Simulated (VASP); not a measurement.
# Li2S (Fm-3m) in VASP: further runs

The runs below take Li2S through single point, with PBE.

Program: VASP 6.6.1. These are calculated values, not measurements. Logs are shortened: lines on timing, memory, paths and dates and some standing lists are left out, and cuts for length are marked.

### Step 1. The cell of the first run

It takes space group Fm-3m (No. 225, cubic). The conventional cell has a = 5.533 Å, b = 5.533 Å, c = 5.533 Å, α = 90.00°, β = 90.00°, γ = 90.00°. Within 3.2 Å of Li (site symmetry -43m) lie 4 S at 2.40 Å and 6 Li at 2.77 Å. S (site symmetry m-3m) has 8 Li at 2.40 Å within 3.2 Å.

### Step 2. Single point, PBE

File INCAR:

```
PREC = Accurate
ENCUT = 750
EDIFF = 1E-6
ISMEAR = 1
SIGMA = 0.02
LREAL = False
LASPH = True
NELM = 120
ALGO = Normal
ISIF = 2
LWAVE = False
LCHARG = False
GGA = PE
NBANDS = 13
GGA_COMPAT = False
```

File KPOINTS:

```
regular mesh
0
Gamma
  6 6 6
```

File POSCAR:

```
Li2S
1.0
    0.0000000000      2.7665289162      2.7665289162
    2.7665289162      0.0000000000      2.7665289162
    2.7665289162      2.7665289162      0.0000000000
Li S
2 1
Direct
    0.2500000000      0.2500000000      0.2500000000
    0.7500000000      0.7500000000      0.7500000000
    0.0000000000      0.0000000000      0.0000000000
```

Potentials or basis: VASP PAW PBE potentials, release 64 (Li_sv, S).

Run with:

```
> cat potpaw_PBE.64/Li_sv/POTCAR potpaw_PBE.64/S/POTCAR > POTCAR
> mpirun -np 1 vasp_std > vasp.out
```

OUTCAR:

```text
PREC = Accurate
   ENCUT = 750
   EDIFF = 1E-6
   ISMEAR = 1
   LREAL = False
   LASPH = True
   NELM = 120
   ISIF = 2
   GGA = PE

 ion  position               nearest neighbor table
   1  0.250  0.250  0.250-   3 2.40   3 2.40   3 2.40   3 2.40
   2  0.750  0.750  0.750-   3 2.40   3 2.40   3 2.40   3 2.40
   3  0.000  0.000  0.000-   2 2.40   2 2.40   2 2.40   1 2.40   1 2.40   1 2.40   2 2.40   1 2.40

  LATTYP: Found a face centered cubic cell.
 ALAT       =     5.5330578324

  Lattice vectors:

 A1 = (   0.0000000000,   2.7665289162,   2.7665289162)
 A2 = (   2.7665289162,   0.0000000000,   2.7665289162)
 A3 = (   2.7665289162,   2.7665289162,   0.0000000000)

Analysis of symmetry for initial positions (statically):
=====================================================================
 Subroutine PRICEL returns:
 Original cell was already a primitive cell.

 Routine SETGRP: Setting up the symmetry group for a
 face centered cubic supercell.

 Subroutine GETGRP returns: Found 48 space group operations
 (whereof 48 operations were pure point group operations)
 out of a pool of 48 trial point group operations.

The static configuration has the point symmetry O_h .

Analysis of symmetry for dynamics (positions and initial velocities):
=====================================================================
 Subroutine PRICEL returns:
 Original cell was already a primitive cell.

 Routine SETGRP: Setting up the symmetry group for a
 face centered cubic supercell.

 Subroutine GETGRP returns: Found 48 space group operations
 (whereof 48 operations were pure point group operations)
 out of a pool of 48 trial point group operations.

The dynamic configuration has the point symmetry O_h .

 Subroutine INISYM returns: Found 48 space group operations
 (whereof 48 operations are pure point group operations),
 and found     1 'primitive' translations

----------------------------------------------------------------------------------------

                                     Primitive cell

  volume of cell :      42.3483

  direct lattice vectors                    reciprocal lattice vectors
     0.000000000  2.766528916  2.766528916    -0.180731890  0.180731890  0.180731890
     2.766528916  0.000000000  2.766528916     0.180731890 -0.180731890  0.180731890
     2.766528916  2.766528916  0.000000000     0.180731890  0.180731890 -0.180731890

  length of vectors
     3.912462714  3.912462714  3.912462714     0.313036816  0.313036816  0.313036816

  position of ions in fractional coordinates (direct lattice)
     0.250000000  0.250000000  0.250000000
     0.750000000  0.750000000  0.750000000
     0.000000000  0.000000000  0.000000000

  ion indices of the primitive-cell ions
   primitive index   ion index
                 1           1
                 2           2
                 3           3

----------------------------------------------------------------------------------------

 KPOINTS: regular mesh

Automatic generation of k-mesh.
 Grid dimensions read from file:
 generate k-points for:    6    6    6

 Generating k-lattice:

  Cartesian coordinates                     Fractional coordinates (reciprocal lattice)
    -0.030121982  0.030121982  0.030121982     0.166666667  0.000000000  0.000000000
     0.030121982 -0.030121982  0.030121982     0.000000000  0.166666667  0.000000000
     0.030121982  0.030121982 -0.030121982     0.000000000  0.000000000  0.166666667

  Length of vectors
     0.052172803  0.052172803  0.052172803

  Shift w.r.t. Gamma in fractional coordinates (k-lattice)
     0.000000000  0.000000000  0.000000000

 Subroutine IBZKPT returns following result:
 ===========================================

 Found     16 irreducible k-points:

 Following reciprocal coordinates:
            Coordinates               Weight
  0.000000  0.000000  0.000000      1.000000
  0.166667  0.000000  0.000000      8.000000
  0.333333  0.000000  0.000000      8.000000
  0.500000  0.000000  0.000000      4.000000
  0.166667  0.166667  0.000000      6.000000
  0.333333  0.166667  0.000000     24.000000
[... 8 lines left out ...]
 -0.333333  0.333333  0.166667     24.000000
 -0.333333  0.500000  0.166667     12.000000
   k-points           NKPTS =     16   k-points in BZ     NKDIM =     16   number of bands    NBANDS=     13
   number of dos      NEDOS =    301   number of ions     NIONS =      3
   total plane-waves  NPLWV =  46656
   dimension x,y,z NGX =    36 NGY =   36 NGZ =   36
   dimension x,y,z NGXF=    72 NGYF=   72 NGZF=   72
   ions per type =               2   1
   NGX,Y,Z   is equivalent  to a cutoff of  15.30, 15.30, 15.30 a.u.
   NGXF,Y,Z  is equivalent  to a cutoff of  30.59, 30.59, 30.59 a.u.
 SYSTEM =  unknown system
   PREC   = accura    normal or accurate (medium, high low for compatibility)
   ISTART =      0    job   : 0-new  1-cont  2-samecut
   ICHARG =      2    charge: 1-file 2-atom 10-const
   ISPIN  =      1    spin polarized calculation?
   LNONCOLLINEAR =      F non collinear calculations
   LSORBIT =      F    spin-orbit coupling
   LASPH  =      T    aspherical Exc in radial PAW
   ENCUT  =  750.0 eV  55.12 Ry    7.42 a.u.   8.74  8.74  8.74*2*pi/ulx,y,z
   NELM   =    120;   NELMIN=  2; NELMDL= -5     # of ELM steps
   EDIFF  = 0.1E-05   stopping-criterion for ELM
   LREAL  =      F    real-space projection
   EDIFFG = 0.1E-04   stopping-criterion for IOM
   NSW    =      0    number of steps for IOM
   IBRION =     -1    ionic relax: 0-MD 1-quasi-New 2-CG
   NFREE  =      0    steps in history (QN), initial steepest desc. (CG)
   ISIF   =      2    stress and relaxation
   ISYM   =      2    0-nonsym 1-usesym 2-fastsym
   POTIM  = 0.5000    time-step for ionic-motion
   TEBEG  =    0.0;   TEEND  =   0.0 temperature during run
   PSTRESS=    0.0 pullay stress
   NELECT =      12.0000    total number of electrons
   NUPDOWN=      -1.0000    fix difference up-down
   EMIN   =  10.00;   EMAX   =-10.00  energy-range for DOS
   EFERMI =   0.00;   METHOD = LEGACY
   ISMEAR =     1;   SIGMA  =   0.02  broadening in eV -4-tet -1-fermi 0-gaus
   EFERMI_NEDOS =   21; number of points for ismear=-14 and -15
   IALGO  =     38    algorithm
   IMIX   =      4    mixing-type and parameters
     AMIX     =   0.40;   BMIX     =  1.00
     AMIX_MAG =   1.60;   BMIX_MAG =  1.00
  volume/ion in A,a.u.               =      14.12        95.26
  Fermi-wavevector in a.u.,A,eV,Ry     =   1.075284  2.031993 15.731555  1.156237
  Thomas-Fermi vector in A             =   2.211137
   LORBIT       =      0    0 simple, 1 ext, 2 COOP (PROOUT), +10 PAW based schemes
   GGA     = PE    functional components
   LHFCALC =     F    Hartree Fock is set to
   AEXX    =    0.0000 exact exchange contribution
   IVDW    =     0    specifies the selected vdW correction
   LEPSILON=     F    determine dielectric tensor
   LRPA    =     F    only Hartree local field effects (RPA)
 non-spin polarized calculation
 Methfessel and Paxton  Order N= 1 SIGMA  =   0.02
  energy-cutoff  :      750.00
  volume of cell :       42.35
 maximum number of plane-waves:      1994
   NGX = 17   NGY = 17   NGZ = 17

 number of electron      12.0000000 magnetization

 Free energy of the ion-electron system (eV)
  ---------------------------------------------------
  ext. energy  EPLUGINS =         0.00000000
  ---------------------------------------------------
  free energy    TOTEN  =       -11.94223288 eV

  energy without entropy =      -11.94224898  energy(sigma->0) =      -11.94223825

 E-fermi :   2.0492     XC(G=0):  -8.8456

 val. band max:        2.0323846191   @ k =   0.0000   0.0000   0.0000
 cond. band min:       5.3520360854   @ k =   0.5000   0.5000   0.0000
 fundamental gap:      3.3196514663
 Fermi energy:         2.0492222593

 k-point     1 :       0.0000    0.0000    0.0000
  band No.  band energies     occupation
      1     -41.9903      2.00000
      2     -41.9302      2.00000
      3      -9.2394      2.00000
      4       2.0324      2.00000
      5       2.0324      2.00000
      6       2.0324      2.00000
      7       6.7682      0.00000
      8       8.2921      0.00000
      9       8.2921      0.00000
     10       8.2921      0.00000
     11      13.4384      0.00000
     12      13.4384      0.00000
     13      14.9079      0.00000

 k-point     2 :       0.1667    0.0000    0.0000
  band No.  band energies     occupation
      1     -41.9859      2.00000
      2     -41.9340      2.00000
      3      -9.1266      2.00000
      4       0.9850      2.00000
      5       1.8643      2.00000
      6       1.8643      2.00000
      7       7.4066      0.00000
      8       8.6991      0.00000
      9       8.6991      0.00000
     10       9.0418      0.00000
     11      12.1879      0.00000
     12      12.1879      0.00000
     13      15.2493      0.00000

 k-point     3 :       0.3333    0.0000    0.0000
  band No.  band energies     occupation
      1     -41.9742      2.00000
      2     -41.9443      2.00000
      3      -8.8751      2.00000
      4      -0.5166      2.00000
      5       1.5806      2.00000
      6       1.5806      2.00000
      7       8.1812      0.00000
      8       8.8427      0.00000
      9       8.8428      0.00000
     10      10.3695      0.00000
     11      12.7478      0.00000
     12      12.7478      0.00000
     13      16.1283      0.00000

 k-point     4 :       0.5000    0.0000    0.0000
  band No.  band energies     occupation
      1     -41.9590      2.00000
      2     -41.9588      2.00000
      3      -8.7327      2.00000
      4      -1.1412      2.00000
      5       1.4581      2.00000
      6       1.4581      2.00000
      7       8.5606      0.00000
      8       8.6416      0.00000
      9       8.6416      0.00000
     10      10.8860      0.00000
     11      15.4118      0.00000
     12      15.4119      0.00000
     13      15.4691      0.00000

 k-point     5 :       0.1667    0.1667    0.0000
  band No.  band energies     occupation
      1     -41.9848      2.00000
      2     -41.9349      2.00000
      3      -9.0902      2.00000
      4       1.2090      2.00000
      5       1.5248      2.00000
      6       1.5248      2.00000
      7       7.4273      0.00000
      8       8.5425      0.00000
      9       9.2500      0.00000
     10       9.2500      0.00000
     11      11.1230      0.00000
     12      13.9074      0.00000
     13      15.9201      0.00000
[... 129 lines left out ...]
 k-point    14 :       0.5000    0.3333    0.1667
  band No.  band energies     occupation
      1     -41.9688      2.00000
      2     -41.9489      2.00000
      3      -8.7096      2.00000
      4      -0.3671      2.00000
      5       0.4865      2.00000
      6       1.0099      2.00000
      7       7.4819      0.00000
      8       9.4598      0.00000
      9       9.9613      0.00000
     10      11.6931      0.00000
     11      12.3804      0.00000
     12      14.9734      0.00000
     13      16.6098      0.00000

 k-point    15 :      -0.3333    0.3333    0.1667
  band No.  band energies     occupation
      1     -41.9586      2.00000
      2     -41.9586      2.00000
      3      -8.6142      2.00000
      4      -0.5845      2.00000
      5       0.3231      2.00000
      6       0.7044      2.00000
      7       7.7855      0.00000
      8       9.2249      0.00000
      9      11.3835      0.00000
     10      11.9629      0.00000
     11      12.1358      0.00000
     12      14.4017      0.00000
     13      15.8599      0.00000

 k-point    16 :      -0.3333    0.5000    0.1667
  band No.  band energies     occupation
      1     -41.9634      2.00000
      2     -41.9535      2.00000
      3      -8.5766      2.00000
      4      -0.1567      2.00000
      5       0.1216      2.00000
      6       0.2157      2.00000
      7       6.7616      0.00000
      8      10.2481      0.00000
      9      10.7686      0.00000
     10      12.5271      0.00000
     11      14.2054      0.00000
     12      15.0143      0.00000
     13      15.2082      0.00000

------------------------ aborting loop because EDIFF is reached ----------------------------------------

  FORCE on cell =-STRESS in cart. coord.  units (eV):
  Direction    XX          YY          ZZ          XY          YZ          ZX
  --------------------------------------------------------------------------------------
  -------------------------------------------------------------------------------------
  Total        1.1480120      1.1480120      1.1480120      0.0000000      0.0000000      0.0000000
  in kB       43.4331549     43.4331549     43.4331549      0.0000000      0.0000000      0.0000000
  external PRESSURE =      43.4331549 kB  Pullay stress =       0.0000000 kB

 VOLUME and BASIS-vectors are now :
 -----------------------------------------------------------------------------
  energy-cutoff  :      750.00
  volume of cell :       42.35
      direct lattice vectors                 reciprocal lattice vectors
     0.000000000  2.766528916  2.766528916    -0.180731890  0.180731890  0.180731890
     2.766528916  0.000000000  2.766528916     0.180731890 -0.180731890  0.180731890
     2.766528916  2.766528916  0.000000000     0.180731890  0.180731890 -0.180731890

 POSITION                                       TOTAL-FORCE (eV/Angst)
 -----------------------------------------------------------------------------------
      1.38326      1.38326      1.38326         0.000000     -0.000000     -0.000000
      4.14979      4.14979      4.14979        -0.000000      0.000000      0.000000
      0.00000      0.00000      0.00000        -0.000000     -0.000000      0.000000
 -----------------------------------------------------------------------------------
    total drift:                                0.000000      0.000000      0.000000

  FREE ENERGIE OF THE ION-ELECTRON SYSTEM (eV)
  ---------------------------------------------------
  free  energy   TOTEN  =       -11.9422328780 eV

  energy  without entropy=      -11.9422489833  energy(sigma->0) =      -11.94223825
```

Wall time 8.5 s (1 thread of Intel Xeon 6975P-C (Granite Rapids), shared host); peak memory 0.19 GiB.

Results:

| Quantity | Value |
| --- | --- |
| Free energy | -11.9422 eV |
| Pressure | 4.3 GPa |
| Band gap on the k mesh | 3.32 eV, indirect (least direct gap 4.74 eV) |

Levels at points of the mesh, in eV from the valence-band top:
| k point | band 4 | band 5 | band 6 | band 7 | band 8 | band 9 |
| --- | --- | --- | --- | --- | --- | --- |
| (0.00, 0.00, 0.00) | 0.00 | 0.00 | 0.00 | 4.74 | 6.26 | 6.26 |
| (0.50, 0.00, 0.00) | -3.17 | -0.57 | -0.57 | 6.53 | 6.61 | 6.61 |
| (0.50, 0.50, 0.00) | -2.35 | -1.60 | -1.60 | 3.32 | 7.32 | 11.75 |

A k mesh can miss the band edges. Expect the measured gap to be larger: semilocal functionals such as PBE lack the derivative discontinuity.

### Step 3. Single point, PBE

This run uses another cell than the first one, of 14.53 Å³/atom, 1.029 times its volume.

File INCAR:

```
  PREC = Accurate
  ENCUT = 750
  EDIFF = 1E-6
  ISMEAR = 1
  SIGMA = 0.02
  LREAL = False
  LASPH = True
  NELM = 120
  ALGO = Normal
  ISIF = 2
  LWAVE = False
  LCHARG = False
  GGA = PE
  NBANDS = 13
  GGA_COMPAT = False
```

KPOINTS is that of step 2.

File POSCAR:

```
Li2S
1.0
    0.0000000000      2.7930044858      2.7930044858
    2.7930044858      0.0000000000      2.7930044858
    2.7930044858      2.7930044858      0.0000000000
Li S
2 1
Direct
    0.2500000000      0.2500000000      0.2500000000
    0.7500000000      0.7500000000      0.7500000000
    0.0000000000      0.0000000000      0.0000000000
```

Potentials or basis: VASP PAW PBE potentials, release 64 (Li_sv, S).

Run with:

```
> cat potpaw_PBE.64/Li_sv/POTCAR potpaw_PBE.64/S/POTCAR > POTCAR
> mpirun -np 1 vasp_std > vasp.out
```

Wall time 8.2 s (1 thread of Intel Xeon 6975P-C (Granite Rapids), shared host); peak memory 0.19 GiB.

Results (log left out):

- Free energy: -11.9704 eV
- Pressure: 2.8 GPa
- Band gap on the k mesh: 3.35 eV, indirect (least direct gap 4.58 eV)

Levels at points of the mesh, in eV from the valence-band top:
| k point | band 4 | band 5 | band 6 | band 7 | band 8 | band 9 |
| --- | --- | --- | --- | --- | --- | --- |
| (0.00, 0.00, 0.00) | 0.00 | 0.00 | 0.00 | 4.58 | 6.25 | 6.25 |
| (0.50, 0.00, 0.00) | -3.07 | -0.55 | -0.55 | 6.39 | 6.60 | 6.60 |
| (0.50, 0.50, 0.00) | -2.29 | -1.54 | -1.54 | 3.35 | 7.25 | 11.53 |

A k mesh can miss the band edges.

[end of part 1 of 2]
